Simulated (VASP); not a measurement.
A run of VASP 6.6.1 is set up as follows.

File INCAR:

```
  ALGO = Normal
  EDIFF = 1E-6
  ENCUT = 520
  GGA = RP
  ISIF = 2
  ISMEAR = -1
  LASPH = T
  LCHARG = T
  LELF = T
  LREAL = F
  LVHAR = T
  LWAVE = F
  NBANDS = 24
  NELM = 80
  PREC = Accurate
  SIGMA = 0.1
```

File KPOINTS:

```
k-points
0
Gamma
  9 9 13
```

Contents of POSCAR:

```
Ta
1.0
    4.8931962232      0.0000000000      0.0000000000
   -2.4465981116      4.2376322350      0.0000000000
    0.0000000000      0.0000000000      2.7474929244
Ta
3
Direct
    0.0000000000      1.0000000000      0.0000000000
    0.3333333333      0.6666666667      0.5000000000
    0.6666666667      0.3333333333      0.5000000000
```

Potentials or basis: VASP PAW PBE potentials, release 64 (Ta_pv).

Run with:

```console
$ cat potpaw_PBE.64/Ta_pv/POTCAR > POTCAR
$ mpirun -np 1 vasp_std > vasp.out
```

Problem. Predict the pressure.

Solution. 0.0 GPa.

Stress tensor (GPa, compression positive):
```
 0.11  0.00  0.00
 0.00  0.11  0.00
 0.00  0.00 -0.08
```

Caveat: the PAW data sets were made with another functional, which shifts forces and pressure a little.
